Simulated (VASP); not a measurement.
# ZnS (F-43m) in VASP: a series of runs, part 2 of 2

VASP 6.6.1. The steps go on from the part before.

**3. Single point, PBE**

Input file INCAR:

```
SYSTEM = ZnS
  ALGO = Normal
  EDIFF = 1E-7
  ENCUT = 520
  GGA = PE
  ISIF = 2
  ISMEAR = 0
  LASPH = .TRUE.
  LCHARG = .TRUE.
  LELF = .TRUE.
  LREAL = .FALSE.
  LVHAR = .TRUE.
  LWAVE = .FALSE.
  NBANDS = 16
  NELM = 60
  PREC = Accurate
  SIGMA = 0.020999999999999998
```

Input file KPOINTS:

```
k-points
0
G
  9 9 9
  0 0 0
```

Input file POSCAR:

```
ZnS
1.0
    0.0000000000      2.7020000000      2.7020000000
    2.7020000000      0.0000000000      2.7020000000
    2.7020000000      2.7020000000      0.0000000000
Zn S
1 1
Direct
    0.7500000000      0.7500000000      0.7500000000
    0.0000000000      0.0000000000      0.0000000000
```

Potentials or basis: VASP PAW PBE potentials, release 64 (Zn, S).

Started as:

```
$ cat potpaw_PBE.64/Zn/POTCAR potpaw_PBE.64/S/POTCAR > POTCAR
$ mpirun -np 1 vasp_std > vasp.out
```

OUTCAR:

```text
SYSTEM = ZnS
   EDIFF = 1E-7
   ENCUT = 520
   GGA = PE
   ISIF = 2
   ISMEAR = 0
   LASPH = .TRUE.
   LREAL = .FALSE.
   NELM = 60
   PREC = Accurate

 ion  position               nearest neighbor table
   1  0.750  0.750  0.750-   2 2.34   2 2.34   2 2.34   2 2.34
   2  0.000  0.000  0.000-   1 2.34   1 2.34   1 2.34   1 2.34

  LATTYP: Found a face centered cubic cell.
 ALAT       =     5.4040000000

  Lattice vectors:

 A1 = (   0.0000000000,   2.7020000000,   2.7020000000)
 A2 = (   2.7020000000,   0.0000000000,   2.7020000000)
 A3 = (   2.7020000000,   2.7020000000,   0.0000000000)

Analysis of symmetry for initial positions (statically):
=====================================================================
 Subroutine PRICEL returns:
 Original cell was already a primitive cell.

 Routine SETGRP: Setting up the symmetry group for a
 face centered cubic supercell.

 Subroutine GETGRP returns: Found 24 space group operations
 (whereof 24 operations were pure point group operations)
 out of a pool of 48 trial point group operations.

The static configuration has the point symmetry T_d .

Analysis of symmetry for dynamics (positions and initial velocities):
=====================================================================
 Subroutine PRICEL returns:
 Original cell was already a primitive cell.

 Routine SETGRP: Setting up the symmetry group for a
 face centered cubic supercell.

 Subroutine GETGRP returns: Found 24 space group operations
 (whereof 24 operations were pure point group operations)
 out of a pool of 48 trial point group operations.

The dynamic configuration has the point symmetry T_d .

 Subroutine INISYM returns: Found 24 space group operations
 (whereof 24 operations are pure point group operations),
 and found     1 'primitive' translations
[... 103 lines left out ...]
   POTIM  = 0.5000    time-step for ionic-motion
   TEBEG  =    0.0;   TEEND  =   0.0 temperature during run
   PSTRESS=    0.0 pullay stress
   NELECT =      18.0000    total number of electrons
   NUPDOWN=      -1.0000    fix difference up-down
   EMIN   =  10.00;   EMAX   =-10.00  energy-range for DOS
   EFERMI =   0.00;   METHOD = LEGACY
   ISMEAR =     0;   SIGMA  =   0.02  broadening in eV -4-tet -1-fermi 0-gaus
   EFERMI_NEDOS =   21; number of points for ismear=-14 and -15
   IALGO  =     38    algorithm
   IMIX   =      4    mixing-type and parameters
     AMIX     =   0.40;   BMIX     =  1.00
     AMIX_MAG =   1.60;   BMIX_MAG =  1.00
  volume/ion in A,a.u.               =      19.73       133.12
  Fermi-wavevector in a.u.,A,eV,Ry     =   1.260290  2.381602 21.610537  1.588330
  Thomas-Fermi vector in A             =   2.393807
   LORBIT       =      0    0 simple, 1 ext, 2 COOP (PROOUT), +10 PAW based schemes
   GGA     = PE    functional components
   LHFCALC =     F    Hartree Fock is set to
   AEXX    =    0.0000 exact exchange contribution
   IVDW    =     0    specifies the selected vdW correction
   LEPSILON=     F    determine dielectric tensor
   LRPA    =     F    only Hartree local field effects (RPA)
 non-spin polarized calculation
 Gauss-broadening in eV      SIGMA  =   0.02
  energy-cutoff  :      520.00
  volume of cell :       39.45
 maximum number of plane-waves:      1073
   NGX = 15   NGY = 15   NGZ = 15

 number of electron      18.0000000 magnetization

 Free energy of the ion-electron system (eV)
  ---------------------------------------------------
  ext. energy  EPLUGINS =         0.00000000
  ---------------------------------------------------
  free energy    TOTEN  =        -6.84725773 eV

  energy without entropy =       -6.84725773  energy(sigma->0) =       -6.84725773

 E-fermi :   2.2298     XC(G=0):  -9.6300

 val. band max:        2.1065517988   @ k =   0.0000   0.0000   0.0000
 cond. band min:       4.2212183446   @ k =   0.0000   0.0000   0.0000
 fundamental gap:      2.1146665458
 Fermi energy:         2.2297793481

 k-point     1 :       0.0000    0.0000    0.0000
  band No.  band energies     occupation
      1     -11.0337      2.00000
      2      -4.2320      2.00000
      3      -4.2320      2.00000
      4      -4.2320      2.00000
      5      -3.7338      2.00000
      6      -3.7338      2.00000
[... 433 lines left out ...]
      3      -3.9030      2.00000
      4      -3.9030      2.00000
      5      -3.6606      2.00000
      6      -3.5769      2.00000
[... 8 lines left out ...]
     15      15.7283      0.00000
     16      17.1418      0.00000

 [... further k-points ...]
[... 5 lines left out ...]
  --------------------------------------------------------------------------------------
  -------------------------------------------------------------------------------------
  Total        0.4339526      0.4339526      0.4339526      0.0000000     -0.0000000     -0.0000000
  in kB       17.6224734     17.6224734     17.6224734      0.0000000     -0.0000000     -0.0000000
  external PRESSURE =      17.6224734 kB  Pullay stress =       0.0000000 kB

 VOLUME and BASIS-vectors are now :
 -----------------------------------------------------------------------------
  energy-cutoff  :      520.00
  volume of cell :       39.45
      direct lattice vectors                 reciprocal lattice vectors
     0.000000000  2.702000000  2.702000000    -0.185048113  0.185048113  0.185048113
     2.702000000  0.000000000  2.702000000     0.185048113 -0.185048113  0.185048113
     2.702000000  2.702000000  0.000000000     0.185048113  0.185048113 -0.185048113

 POSITION                                       TOTAL-FORCE (eV/Angst)
 -----------------------------------------------------------------------------------
      4.05300      4.05300      4.05300         0.000000      0.000000      0.000000
      0.00000      0.00000      0.00000        -0.000000     -0.000000     -0.000000
 -----------------------------------------------------------------------------------
    total drift:                                0.000001      0.000001      0.000001

  FREE ENERGIE OF THE ION-ELECTRON SYSTEM (eV)
  ---------------------------------------------------
  free  energy   TOTEN  =        -6.8472577336 eV

  energy  without entropy=       -6.8472577336  energy(sigma->0) =       -6.84725773
```

OSZICAR:

```text
N       E                     dE             d eps       ncg     rms          rms(c)
DAV:   1     0.826249925750E+02    0.82625E+02   -0.85437E+03  1120   0.132E+03
DAV:   2    -0.208092788840E+01   -0.84706E+02   -0.78979E+02  1296   0.260E+02
DAV:   3    -0.722457432658E+01   -0.51436E+01   -0.51217E+01  1400   0.597E+01
DAV:   4    -0.727398642090E+01   -0.49412E-01   -0.49402E-01  1392   0.619E+00
DAV:   5    -0.727450629170E+01   -0.51987E-03   -0.51986E-03  1432   0.598E-01    0.686E+00
DAV:   6    -0.686772598939E+01    0.40678E+00   -0.73469E-01  1672   0.300E+01    0.537E+00
DAV:   7    -0.684757181993E+01    0.20154E-01   -0.25179E-01  1352   0.451E+00    0.273E+00
DAV:   8    -0.684684950679E+01    0.72231E-03   -0.50933E-03  1464   0.858E-01    0.719E-01
DAV:   9    -0.684709556386E+01   -0.24606E-03   -0.12499E-03  1376   0.282E-01    0.974E-02
DAV:  10    -0.684726616936E+01   -0.17061E-03   -0.23321E-04  1400   0.130E-01    0.502E-02
DAV:  11    -0.684725708167E+01    0.90877E-05   -0.32993E-05  1296   0.717E-02    0.774E-03
DAV:  12    -0.684725757629E+01   -0.49462E-06   -0.38829E-06  1576   0.198E-02    0.473E-03
DAV:  13    -0.684725774194E+01   -0.16565E-06   -0.77512E-07  1384   0.694E-03    0.279E-03
DAV:  14    -0.684725773360E+01    0.83414E-08   -0.30278E-08  1032   0.175E-03
   1 F= -.68472577E+01 E0= -.68472577E+01  d E =-.541840E-19
```

stdout:

```text
POSCAR found type information on POSCAR ZnS
 POSCAR found :  2 types and       2 ions
 scaLAPACK will be used
 LDA part: xc-table for (Slater+PW92), standard interpolation
 POSCAR, INCAR and KPOINTS ok, starting setup
 FFT: planning ... GRIDC
 FFT: planning ... GRID_SOFT
 FFT: planning ... GRID
 WAVECAR not read
 entering main loop
```

Wall time 36 s (1 thread of Intel Xeon 8259CL, shared host); peak memory 0.16 GiB.

Results:

```
Free energy            : -6.8473 eV
Pressure               : 1.8 GPa
Band gap on the k mesh : 2.11 eV, direct
```

**4. Single point, PBE**

Input file INCAR:

```
SYSTEM = ZnS
ALGO = Normal
EDIFF = 1E-6
ENCUT = 520
GGA = PE
ISIF = 2
ISMEAR = 0
LASPH = .True.
LCHARG = .True.
LELF = .True.
LREAL = .False.
LVHAR = .True.
LWAVE = .False.
NBANDS = 16
NELM = 100
PREC = Accurate
SIGMA = 0.024
```

Input file KPOINTS:

```
k-points
0
Gamma
  9 9 9
  0 0 0
```

POSCAR is that of step 3.

Potentials or basis: VASP PAW PBE potentials, release 64 (Zn, S).

Started as:

```
$ cat potpaw_PBE.64/Zn/POTCAR potpaw_PBE.64/S/POTCAR > POTCAR
$ mpirun -np 1 vasp_std > vasp.out
```

OUTCAR:

```text
SYSTEM = ZnS
   EDIFF = 1E-6
   ENCUT = 520
   GGA = PE
   ISIF = 2
   ISMEAR = 0
   LASPH = .True.
   LREAL = .False.
   NELM = 100
   PREC = Accurate

 ion  position               nearest neighbor table
   1  0.750  0.750  0.750-   2 2.34   2 2.34   2 2.34   2 2.34
   2  0.000  0.000  0.000-   1 2.34   1 2.34   1 2.34   1 2.34

  LATTYP: Found a face centered cubic cell.
 ALAT       =     5.4040000000

  Lattice vectors:

 A1 = (   0.0000000000,   2.7020000000,   2.7020000000)
 A2 = (   2.7020000000,   0.0000000000,   2.7020000000)
 A3 = (   2.7020000000,   2.7020000000,   0.0000000000)
[... 624 lines left out ...]
      4      -3.9033      2.00000
      5      -3.6609      2.00000
      6      -3.5772      2.00000
[... 8 lines left out ...]
     15      15.7285      0.00000
     16      17.1418      0.00000

 [... further k-points ...]
[... 5 lines left out ...]
  --------------------------------------------------------------------------------------
  -------------------------------------------------------------------------------------
  Total        0.4332156      0.4332156      0.4332156      0.0000000      0.0000000      0.0000000
  in kB       17.5925430     17.5925430     17.5925430      0.0000000      0.0000000      0.0000000
  external PRESSURE =      17.5925430 kB  Pullay stress =       0.0000000 kB

 VOLUME and BASIS-vectors are now :
 -----------------------------------------------------------------------------
  energy-cutoff  :      520.00
  volume of cell :       39.45
      direct lattice vectors                 reciprocal lattice vectors
     0.000000000  2.702000000  2.702000000    -0.185048113  0.185048113  0.185048113
     2.702000000  0.000000000  2.702000000     0.185048113 -0.185048113  0.185048113
     2.702000000  2.702000000  0.000000000     0.185048113  0.185048113 -0.185048113

 POSITION                                       TOTAL-FORCE (eV/Angst)
 -----------------------------------------------------------------------------------
      4.05300      4.05300      4.05300        -0.000000     -0.000000     -0.000000
      0.00000      0.00000      0.00000         0.000000      0.000000      0.000000
 -----------------------------------------------------------------------------------
    total drift:                                0.000001      0.000001      0.000001

  FREE ENERGIE OF THE ION-ELECTRON SYSTEM (eV)
  ---------------------------------------------------
  free  energy   TOTEN  =        -6.8472575740 eV

  energy  without entropy=       -6.8472575740  energy(sigma->0) =       -6.84725757
```

stdout:

```text
POSCAR found type information on POSCAR ZnS
 POSCAR found :  2 types and       2 ions
 scaLAPACK will be used
 LDA part: xc-table for (Slater+PW92), standard interpolation
 POSCAR, INCAR and KPOINTS ok, starting setup
 FFT: planning ... GRIDC
 FFT: planning ... GRID_SOFT
 FFT: planning ... GRID
 WAVECAR not read
 entering main loop
```

It took 36 s on 1 thread of Intel Xeon 8259CL, shared host; peak memory 0.16 GiB.

What came out:

| Property | Result |
| --- | --- |
| Free energy | -6.8473 eV |
| Pressure | 1.8 GPa |
| Band gap on the k mesh | 2.11 eV, direct |

**5. Single point, BLYP**

Input file INCAR:

```
SYSTEM = ZnS
AGGAC = 1.0
AGGAX = 1.0
ALDAC = 0.0
ALDAX = 1.0
ALGO = Normal
EDIFF = 1E-6
ENCUT = 520
GGA = B5
ISIF = 2
ISMEAR = -1
LASPH = .True.
LCHARG = .True.
LELF = .True.
LREAL = .False.
LVHAR = .True.
LWAVE = .False.
NBANDS = 16
NELM = 100
PREC = Accurate
SIGMA = 0.05
```

KPOINTS is that of step 4.

POSCAR is that of step 4.

Started as:

```
$ cat potpaw_PBE.64/Zn/POTCAR potpaw_PBE.64/S/POTCAR > POTCAR
$ mpirun -np 1 vasp_std > vasp.out
```

It took 59 s on 1 thread of Intel Xeon 8259CL, shared host; peak memory 0.16 GiB.

Results (log left out):

```yaml
Free_energy: -5.7810 eV
Pressure: 5.5 GPa
Band_gap_on_the_k_mesh: 2.13 eV, direct
```

Levels at points of the mesh, in eV from the valence-band top:
```csv
k point,band 5,band 6,band 7,band 8,band 9,band 10,band 11,band 12,band 13,band 14
"(0.00, 0.00, 0.00)",-5.95,-5.95,0.00,0.00,0.00,2.13,6.45,6.45,6.45,11.87
```

Caveat: the PAW data sets were made with another functional, which shifts forces and pressure a little.

**6. Single point, PBE**

Input file INCAR:

```
SYSTEM = ZnS
PREC = Accurate
ENCUT = 520
EDIFF = 1E-6
ISMEAR = 0
SIGMA = 0.022
LREAL = .FALSE.
LASPH = .TRUE.
NELM = 80
ALGO = Normal
ISIF = 2
LWAVE = .FALSE.
LCHARG = .TRUE.
GGA = PE
LELF = .TRUE.
LVHAR = .TRUE.
NBANDS = 16
```

Input file KPOINTS:

```
regular mesh
0
G
  9 9 9
  0 0 0
```

POSCAR is that of step 5.

Potentials or basis: VASP PAW PBE potentials, release 64 (Zn, S).

Started as:

```
$ cat potpaw_PBE.64/Zn/POTCAR potpaw_PBE.64/S/POTCAR > POTCAR
$ mpirun -np 1 vasp_std > vasp.out
```

It took 39 s on 1 thread of Intel Xeon 8259CL, shared host; peak memory 0.16 GiB.

Results (log left out):

```
Free energy            : -6.8473 eV
Pressure               : 1.8 GPa
Band gap on the k mesh : 2.11 eV, direct
```

Levels at points of the mesh, in eV from the valence-band top:
| k point | band 7 | band 8 | band 9 | band 10 | band 11 | band 12 |
| --- | --- | --- | --- | --- | --- | --- |
| (0.00, 0.00, 0.00) | 0.00 | 0.00 | 0.00 | 2.11 | 6.40 | 6.40 |

**7. Overview**

| level | smearing | gap on the mesh (eV) | pressure (GPa) |
| --- | --- | --- | --- |
| BLYP+D3(BJ) | fermi-dirac 0.05 eV | 2.13 | -0.7 |
| PBE | gaussian 0.021 eV | 2.11 | 1.8 |
| PBE | gaussian 0.024 eV | 2.11 | 1.8 |
| BLYP | fermi-dirac 0.05 eV | 2.13 | 5.5 |
| PBE | gaussian 0.022 eV | 2.11 | 1.8 |

Alike in all rows: task single point; potentials or basis VASP PAW PBE potentials, release 64 (Zn, S); no spin polarisation; cell as given; k mesh 9 × 9 × 9; cutoff (eV) 520.

On the cell as given the gap runs from 2.11 eV (PBE) to 2.13 eV (BLYP+D3(BJ)). The pressure there spans -0.7 GPa (BLYP+D3(BJ)) to 5.5 GPa (BLYP); a positive pressure means that this level wants a larger cell, a negative one a smaller.

Caveats: the PAW data sets were made with another functional, which shifts forces and pressure a little (some runs).

Absolute energies hang on the potentials; compare differences alone.

**8. Against experiment**

Step 2. Against the measured gap of ZnS, 3.85 eV (direct; 19 K; quoted in “Electronic, vibrational, and thermodynamic properties of ZnS (zincblende and rocksalt structure)”, 2009, arxiv:0911.5022), the calculated 2.13 eV is off by -1.72 eV. The value is that of BLYP+D3(BJ), without temperature or zero-point motion. Semilocal functionals fall short of measured gaps as a rule.

Step 3. Measured gap of ZnS: 3.85 eV (direct; 19 K; quoted in “Electronic, vibrational, and thermodynamic properties of ZnS (zincblende and rocksalt structure)”, 2009, arxiv:0911.5022). This calculation gives 2.11 eV (-1.74 eV). The value is that of PBE, without temperature or zero-point motion. Semilocal functionals fall short of measured gaps as a rule.

Step 4. Measured gap of ZnS: 3.85 eV (direct; 19 K; quoted in “Electronic, vibrational, and thermodynamic properties of ZnS (zincblende and rocksalt structure)”, 2009, arxiv:0911.5022). This calculation gives 2.11 eV (-1.74 eV). The value is that of PBE, without temperature or zero-point motion. Semilocal functionals fall short of measured gaps as a rule.

Step 6. Against the measured gap of ZnS, 3.85 eV (direct; 19 K; quoted in “Electronic, vibrational, and thermodynamic properties of ZnS (zincblende and rocksalt structure)”, 2009, arxiv:0911.5022), the calculated 2.11 eV is off by -1.74 eV. The value is that of PBE, without temperature or zero-point motion. Semilocal functionals fall short of measured gaps as a rule.
